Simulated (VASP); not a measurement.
# AlRu (P4/mmm) in VASP: a series of runs

AlRu is run at these levels: PBEsol; tasks: single point.

Program: VASP 6.6.1. These are calculated values, not measurements. Logs are shortened: lines on timing, memory, paths and dates and some standing lists are left out, and cuts for length are marked.

### 1 The cell of the first run

Symmetry: P4/mmm, No. 123, tetragonal system. The conventional cell has a = 2.976 Å, b = 2.976 Å, c = 2.887 Å, α = 90.00°, β = 90.00°, γ = 90.00°. Al (site symmetry 4/mmm) has 8 Ru at 2.55 Å and 6 Al at 2.89 to 2.98 Å within 3.4 Å. Within 3.4 Å of Ru (site symmetry 4/mmm) lie 8 Al at 2.55 Å and 6 Ru at 2.89 to 2.98 Å.

### 2 Single point, PBEsol (strain -0.0300 x Voigt [0, 1, 0, 0, 0, 0])

Contents of INCAR:

```
SYSTEM = AlRu
  ALGO = Fast
  EDIFF = 1E-7
  ENCUT = 520
  GGA = PS
  ISIF = 2
  ISMEAR = 0
  LASPH = .True.
  LCHARG = .False.
  LREAL = .False.
  LWAVE = .False.
  NBANDS = 16
  NELM = 80
  PREC = Accurate
  SIGMA = 0.15
```

Contents of KPOINTS:

```
k-points
0
Gamma
  20 20 20
  0 0 0
```

Contents of POSCAR:

```
AlRu
1.0
    2.9764078228      0.0000000000      0.0000000000
    0.0000000000      2.8871155881      0.0000000000
    0.0000000000      0.0000000000      2.9764078228
Al Ru
1 1
Direct
    0.0000000000      0.0000000000      0.0000000000
    0.5000000000      0.5000000000      0.5000000000
```

Potentials or basis: VASP PAW PBE potentials, release 64 (Al, Ru_pv).

The run is started by

```sh
$ cat potpaw_PBE.64/Al/POTCAR potpaw_PBE.64/Ru_pv/POTCAR > POTCAR
$ mpirun -np 1 vasp_std > vasp.out
```

OUTCAR:

```text
SYSTEM = AlRu
   EDIFF = 1E-7
   ENCUT = 520
   GGA = PS
   ISIF = 2
   ISMEAR = 0
   LASPH = .True.
   LREAL = .False.
   NELM = 80
   PREC = Accurate

 ion  position               nearest neighbor table
   1  0.000  0.000  0.000-   2 2.55   2 2.55   2 2.55   2 2.55   2 2.55   2 2.55   2 2.55   2 2.55

   2  0.500  0.500  0.500-   1 2.55   1 2.55   1 2.55   1 2.55   1 2.55   1 2.55   1 2.55   1 2.55

  LATTYP: Found a simple tetragonal cell.
 ALAT       =     2.9764078228
 C/A-ratio  =     0.9700000000

  Lattice vectors:

 A1 = (  -2.9764078228,   0.0000000000,   0.0000000000)
 A2 = (   0.0000000000,   0.0000000000,   2.9764078228)
 A3 = (   0.0000000000,   2.8871155881,   0.0000000000)

Analysis of symmetry for initial positions (statically):
=====================================================================
 Subroutine PRICEL returns:
 Original cell was already a primitive cell.

 Routine SETGRP: Setting up the symmetry group for a
 simple tetragonal supercell.

 Subroutine GETGRP returns: Found 16 space group operations
 (whereof 16 operations were pure point group operations)
 out of a pool of 16 trial point group operations.

The static configuration has the point symmetry D_4h.

Analysis of symmetry for dynamics (positions and initial velocities):
=====================================================================
 Subroutine PRICEL returns:
 Original cell was already a primitive cell.

 Routine SETGRP: Setting up the symmetry group for a
 simple tetragonal supercell.

 Subroutine GETGRP returns: Found 16 space group operations
 (whereof 16 operations were pure point group operations)
 out of a pool of 16 trial point group operations.

The dynamic configuration has the point symmetry D_4h.

 Subroutine INISYM returns: Found 16 space group operations
 (whereof 16 operations are pure point group operations),
 and found     1 'primitive' translations

----------------------------------------------------------------------------------------

                                     Primitive cell

  volume of cell :      25.5770

  direct lattice vectors                    reciprocal lattice vectors
     2.976407823  0.000000000  0.000000000     0.335975464  0.000000000  0.000000000
     0.000000000  2.887115588  0.000000000     0.000000000  0.346366458  0.000000000
     0.000000000  0.000000000  2.976407823     0.000000000  0.000000000  0.335975464

  length of vectors
     2.976407823  2.887115588  2.976407823     0.335975464  0.346366458  0.335975464

  position of ions in fractional coordinates (direct lattice)
     0.000000000  0.000000000  0.000000000
     0.500000000  0.500000000  0.500000000

  ion indices of the primitive-cell ions
   primitive index   ion index
                 1           1
                 2           2

----------------------------------------------------------------------------------------

 KPOINTS: k-points

Automatic generation of k-mesh.
 Grid dimensions read from file:
 generate k-points for:   20   20   20

 Generating k-lattice:

  Cartesian coordinates                     Fractional coordinates (reciprocal lattice)
     0.016798773  0.000000000  0.000000000     0.050000000  0.000000000  0.000000000
     0.000000000  0.017318323  0.000000000     0.000000000  0.050000000  0.000000000
     0.000000000  0.000000000  0.016798773     0.000000000  0.000000000  0.050000000

  Length of vectors
     0.016798773  0.017318323  0.016798773

  Shift w.r.t. Gamma in fractional coordinates (k-lattice)
     0.000000000  0.000000000  0.000000000

 Subroutine IBZKPT returns following result:
 ===========================================

 Found    726 irreducible k-points:

 Following reciprocal coordinates:
            Coordinates               Weight
  0.000000  0.000000  0.000000      1.000000
  0.050000  0.000000  0.000000      4.000000
  0.100000  0.000000  0.000000      4.000000
  0.150000  0.000000  0.000000      4.000000
  0.200000  0.000000  0.000000      4.000000
  0.250000  0.000000  0.000000      4.000000
[... 16 lines left out ...]
  0.000000  0.100000  0.000000      2.000000
  0.050000  0.100000  0.000000      8.000000
 [... further k-points ...]
   k-points           NKPTS =    726   k-points in BZ     NKDIM =    726   number of bands    NBANDS=     16
   number of dos      NEDOS =    301   number of ions     NIONS =      2
   total plane-waves  NPLWV =  13824
   dimension x,y,z NGX =    24 NGY =   24 NGZ =   24
   dimension x,y,z NGXF=    48 NGYF=   48 NGZF=   48
   ions per type =               1   1
   NGX,Y,Z   is equivalent  to a cutoff of  13.41, 13.82, 13.41 a.u.
   NGXF,Y,Z  is equivalent  to a cutoff of  26.81, 27.64, 26.81 a.u.
 SYSTEM =  AlRu
   PREC   = accura    normal or accurate (medium, high low for compatibility)
   ISTART =      0    job   : 0-new  1-cont  2-samecut
   ICHARG =      2    charge: 1-file 2-atom 10-const
   ISPIN  =      1    spin polarized calculation?
   LNONCOLLINEAR =      F non collinear calculations
   LSORBIT =      F    spin-orbit coupling
   LASPH  =      T    aspherical Exc in radial PAW
   ENCUT  =  520.0 eV  38.22 Ry    6.18 a.u.   5.53  5.37  5.53*2*pi/ulx,y,z
   NELM   =     80;   NELMIN=  2; NELMDL= -5     # of ELM steps
   EDIFF  = 0.1E-06   stopping-criterion for ELM
   LREAL  =      F    real-space projection
   EDIFFG = 0.1E-05   stopping-criterion for IOM
   NSW    =      0    number of steps for IOM
   IBRION =     -1    ionic relax: 0-MD 1-quasi-New 2-CG
   NFREE  =      0    steps in history (QN), initial steepest desc. (CG)
   ISIF   =      2    stress and relaxation
   ISYM   =      2    0-nonsym 1-usesym 2-fastsym
   POTIM  = 0.5000    time-step for ionic-motion
   TEBEG  =    0.0;   TEEND  =   0.0 temperature during run
   PSTRESS=    0.0 pullay stress
   NELECT =      17.0000    total number of electrons
   NUPDOWN=      -1.0000    fix difference up-down
   EMIN   =  10.00;   EMAX   =-10.00  energy-range for DOS
   EFERMI =   0.00;   METHOD = LEGACY
   ISMEAR =     0;   SIGMA  =   0.15  broadening in eV -4-tet -1-fermi 0-gaus
   EFERMI_NEDOS =   21; number of points for ismear=-14 and -15
   IALGO  =     68    algorithm
   IMIX   =      4    mixing-type and parameters
     AMIX     =   0.40;   BMIX     =  1.00
     AMIX_MAG =   1.60;   BMIX_MAG =  1.00
  volume/ion in A,a.u.               =      12.79        86.30
  Fermi-wavevector in a.u.,A,eV,Ry     =   1.428701  2.699854 27.772043  2.041188
  Thomas-Fermi vector in A             =   2.548735
   LORBIT       =      0    0 simple, 1 ext, 2 COOP (PROOUT), +10 PAW based schemes
   GGA     = PS    functional components
   LHFCALC =     F    Hartree Fock is set to
   AEXX    =    0.0000 exact exchange contribution
   IVDW    =     0    specifies the selected vdW correction
   LEPSILON=     F    determine dielectric tensor
   LRPA    =     F    only Hartree local field effects (RPA)
 non-spin polarized calculation
 RMM-DIIS sequential band-by-band and
 Gauss-broadening in eV      SIGMA  =   0.15
  energy-cutoff  :      520.00
  volume of cell :       25.58
 maximum number of plane-waves:       723
 NGX is ok and might be reduce to    24
   NGX = 11   NGY = 11   NGZ = 11

 number of electron      16.9999999 magnetization

 Free energy of the ion-electron system (eV)
  ---------------------------------------------------
  ext. energy  EPLUGINS =         0.00000000
  ---------------------------------------------------
  free energy    TOTEN  =       -15.50022643 eV

  energy without entropy =      -15.48314133  energy(sigma->0) =      -15.49168388

 E-fermi :  11.2593     XC(G=0): -12.9245

 val. band max:       11.2585504345   @ k =   0.0500   0.1000   0.0500
 cond. band min:      11.2601865994   @ k =   0.0500   0.0500   0.0000
 fundamental gap:      0.0016361649
 Fermi energy:        11.2592893870

 k-point     1 :       0.0000    0.0000    0.0000
  band No.  band energies     occupation
      1     -30.4844      2.00000
      2     -30.4844      2.00000
      3     -30.4418      2.00000
      4       1.2995      2.00000
      5       7.3984      2.00000
      6       7.4086      2.00000
[... 8 lines left out ...]
     15      23.2463      0.00000
     16      27.2531      0.00000

 k-point     2 :       0.0500    0.0000    0.0000
  band No.  band energies     occupation
      1     -30.4901      2.00000
      2     -30.4840      2.00000
      3     -30.4413      2.00000
      4       1.3488      2.00000
      5       7.4164      2.00000
      6       7.4250      2.00000
[... 8 lines left out ...]
     15      23.2464      0.00000
     16      27.3823      0.00000

 k-point     3 :       0.1000    0.0000    0.0000
  band No.  band energies     occupation
      1     -30.5065      2.00000
      2     -30.4826      2.00000
      3     -30.4400      2.00000
      4       1.4959      2.00000
      5       7.4631      2.00000
      6       7.4738      2.00000
[... 8 lines left out ...]
     15      23.2534      0.00000
     16      27.7872      0.00000

 k-point     4 :       0.1500    0.0000    0.0000
  band No.  band energies     occupation
      1     -30.5319      2.00000
      2     -30.4804      2.00000
      3     -30.4379      2.00000
      4       1.7369      2.00000
      5       7.5158      2.00000
      6       7.5545      2.00000
[... 8 lines left out ...]
     15      23.7582      0.00000
     16      28.4960      0.00000

 k-point     5 :       0.2000    0.0000    0.0000
  band No.  band energies     occupation
      1     -30.5638      2.00000
      2     -30.4777      2.00000
      3     -30.4354      2.00000
      4       2.0662      2.00000
      5       7.5421      2.00000
      6       7.6595      2.00000
[... 8 lines left out ...]
     15      24.1965      0.00000
     16      28.7980      0.00000

 k-point     6 :       0.2500    0.0000    0.0000
  band No.  band energies     occupation
      1     -30.5990      2.00000
      2     -30.4747      2.00000
      3     -30.4325      2.00000
      4       2.4762      2.00000
      5       7.4952      2.00000
      6       7.7805      2.00000
[... 8 lines left out ...]
     15      24.5155      0.00000
     16      27.9110      0.00000

 k-point     7 :       0.3000    0.0000    0.0000
  band No.  band energies     occupation
      1     -30.6340      2.00000
      2     -30.4717      2.00000
      3     -30.4296      2.00000
      4       2.9574      2.00000
      5       7.3270      2.00000
      6       7.9069      2.00000
[... 8 lines left out ...]
     15      24.7258      0.00000
     16      27.0198      0.00000

 k-point     8 :       0.3500    0.0000    0.0000
  band No.  band energies     occupation
      1     -30.6655      2.00000
      2     -30.4690      2.00000
      3     -30.4270      2.00000
      4       3.4984      2.00000
      5       7.0110      2.00000
      6       8.0262      2.00000
[... 8 lines left out ...]
     15      24.8408      0.00000
     16      26.1512      0.00000

 k-point     9 :       0.4000    0.0000    0.0000
  band No.  band energies     occupation
      1     -30.6903      2.00000
      2     -30.4669      2.00000
      3     -30.4249      2.00000
      4       4.0842      2.00000
      5       6.5586      2.00000
      6       8.1250      2.00000
[... 8 lines left out ...]
     15      25.3392      0.00000
     16      25.9201      0.00000
[... 172 lines left out ...]
 k-point    19 :       0.3500    0.0500    0.0000
  band No.  band energies     occupation
      1     -30.6646      2.00000
      2     -30.4684      2.00000
      3     -30.4343      2.00000
      4       3.5402      2.00000
      5       7.0268      2.00000
      6       8.0535      2.00000
[... 8 lines left out ...]
     15      25.1015      0.00000
     16      26.1273      0.00000

 k-point    20 :       0.4000    0.0500    0.0000
  band No.  band energies     occupation
      1     -30.6894      2.00000
      2     -30.4662      2.00000
      3     -30.4322      2.00000
      4       4.1234      2.00000
      5       6.5712      2.00000
      6       8.1551      2.00000
[... 8 lines left out ...]
     15      25.3099      0.00000
     16      25.8918      0.00000

 k-point    21 :       0.4500    0.0500    0.0000
  band No.  band energies     occupation
      1     -30.7053      2.00000
      2     -30.4648      2.00000
      3     -30.4309      2.00000
      4       4.7290      2.00000
      5       6.0267      2.00000
      6       8.2232      2.00000
[... 8 lines left out ...]
     15      24.6214      0.00000
     16      25.7313      0.00000

 k-point    22 :       0.5000    0.0500    0.0000
  band No.  band energies     occupation
      1     -30.7108      2.00000
      2     -30.4644      2.00000
      3     -30.4304      2.00000
      4       5.1979      2.00000
      5       5.5752      2.00000
      6       8.2473      2.00000
[... 8 lines left out ...]
     15      24.2982      0.00000
     16      25.7046      0.00000

 k-point    23 :       0.0000    0.1000    0.0000
  band No.  band energies     occupation
      1     -30.4818      2.00000
      2     -30.4818      2.00000
      3     -30.4712      2.00000
      4       1.5064      2.00000
      5       7.4767      2.00000
      6       7.5082      2.00000
[... 8 lines left out ...]
     15      23.2532      0.00000
     16      28.0032      0.00000

 k-point    24 :       0.0500    0.1000    0.0000
  band No.  band energies     occupation
      1     -30.4875      2.00000
      2     -30.4814      2.00000
      3     -30.4707      2.00000
      4       1.5550      2.00000
      5       7.4942      2.00000
      6       7.5266      2.00000
[... 8 lines left out ...]
     15      23.2544      0.00000
     16      28.0981      0.00000

 [... further k-points ...]

------------------------ aborting loop because EDIFF is reached ----------------------------------------

  FORCE on cell =-STRESS in cart. coord.  units (eV):
  Direction    XX          YY          ZZ          XY          YZ          ZX
  --------------------------------------------------------------------------------------
  -------------------------------------------------------------------------------------
  Total        0.8463816      1.8191205      0.8463816      0.0000000      0.0000000      0.0000000
  in kB       53.0185358    113.9522750     53.0185358      0.0000000      0.0000000      0.0000000
  external PRESSURE =      73.3297822 kB  Pullay stress =       0.0000000 kB

 VOLUME and BASIS-vectors are now :
 -----------------------------------------------------------------------------
  energy-cutoff  :      520.00
  volume of cell :       25.58
      direct lattice vectors                 reciprocal lattice vectors
     2.976407823  0.000000000  0.000000000     0.335975464  0.000000000  0.000000000
     0.000000000  2.887115588  0.000000000     0.000000000  0.346366458  0.000000000
     0.000000000  0.000000000  2.976407823     0.000000000  0.000000000  0.335975464

 POSITION                                       TOTAL-FORCE (eV/Angst)
 -----------------------------------------------------------------------------------
      0.00000      0.00000      0.00000         0.000000      0.000000      0.000000
      1.48820      1.44356      1.48820         0.000000      0.000000      0.000000
 -----------------------------------------------------------------------------------
    total drift:                                0.000000     -0.000000     -0.000000

  FREE ENERGIE OF THE ION-ELECTRON SYSTEM (eV)
  ---------------------------------------------------
  free  energy   TOTEN  =       -15.5002264326 eV

  energy  without entropy=      -15.4831413269  energy(sigma->0) =      -15.49168388
```

Wall time 2.7 min (1 thread of Intel Xeon Platinum 8259CL at 2.50GHz (Skylake/Cascade Lake), shared host); peak memory 0.39 GiB.

What came out:

| Item | Value |
| --- | --- |
| Free energy | -15.5002 eV |
| Pressure | 7.3 GPa |
| Band gap on the k mesh | zero (an odd number of electrons rules out a gap without spin polarisation) |

Stress tensor (GPa, compression positive):
```
 5.30  0.00  0.00
 0.00 11.40  0.00
 0.00  0.00  5.30
```

Caveat: the cell differs from its parent crystal (strain -0.0300 x Voigt [0, 1, 0, 0, 0, 0]); the stress differs along the axes, from 5 to 11 GPa; the PAW data sets were made with another functional, which shifts forces and pressure a little.

### 3 Single point, PBEsol (strain -0.0150 x Voigt [0, 1, 0, 0, 0, 0])

Contents of INCAR:

```
PREC = Accurate
ENCUT = 520
EDIFF = 1E-6
ISMEAR = 0
SIGMA = 0.15
LREAL = False
LASPH = True
NELM = 60
ALGO = Fast
ISIF = 2
LWAVE = False
LCHARG = True
GGA = PS
LELF = True
LVHAR = True
NBANDS = 16
```

Contents of KPOINTS:

```
regular mesh
0
Gamma
  20 20 20
```

POSCAR: that of step 2 with these lines changed.

```diff
@@ -3,3 +3,3 @@
     2.9764078228      0.0000000000      0.0000000000
-    0.0000000000      2.8871155881      0.0000000000
+    0.0000000000      2.9317617055      0.0000000000
     0.0000000000      0.0000000000      2.9764078228
```

Potentials or basis: VASP PAW PBE potentials, release 64 (Al, Ru_pv).

The run is started by

```sh
$ cat potpaw_PBE.64/Al/POTCAR potpaw_PBE.64/Ru_pv/POTCAR > POTCAR
$ mpirun -np 1 vasp_std > vasp.out
```

It took 2.2 min on 1 thread of Intel Xeon Platinum 8259CL at 2.50GHz (Skylake/Cascade Lake), shared host; peak memory 0.39 GiB.

It converged, with:

```yaml
Free_energy: -15.5210 eV
Pressure: 3.5 GPa
Band_gap_on_the_k_mesh: zero (an odd number of electrons rules out a gap without spin polarisation)
```

Stress tensor (GPa, compression positive):
```
2.51 0.00 0.00
0.00 5.36 0.00
0.00 0.00 2.51
```

Levels at points of the mesh, in eV from the Fermi level:
```
           k point  band 6  band 7  band 8  band 9  band 10  band 11  band 12  band 13
(0.00, 0.00, 0.00)   -3.76    0.13    0.23    0.23     6.07     6.07     6.54    11.13
(0.50, 0.00, 0.00)   -2.94   -1.72   -1.54    0.49     2.31     7.44    11.02    11.43
(0.00, 0.50, 0.00)   -2.88   -1.73   -1.73    0.42     2.58     7.42    11.03    11.03
(0.50, 0.50, 0.00)   -1.41   -1.30   -1.30   -1.24     1.64     5.56     6.63    10.73
(0.50, 0.00, 0.50)   -1.44   -1.44   -1.12   -1.12     1.54     5.34     6.53    11.09
(0.50, 0.50, 0.50)   -4.78    1.65    1.76    2.79     4.14     4.14     4.24     8.72
```

Caveat: the cell differs from its parent crystal (strain -0.0150 x Voigt [0, 1, 0, 0, 0, 0]); the cell stands under pressure; the PAW data sets were made with another functional, which shifts forces and pressure a little.
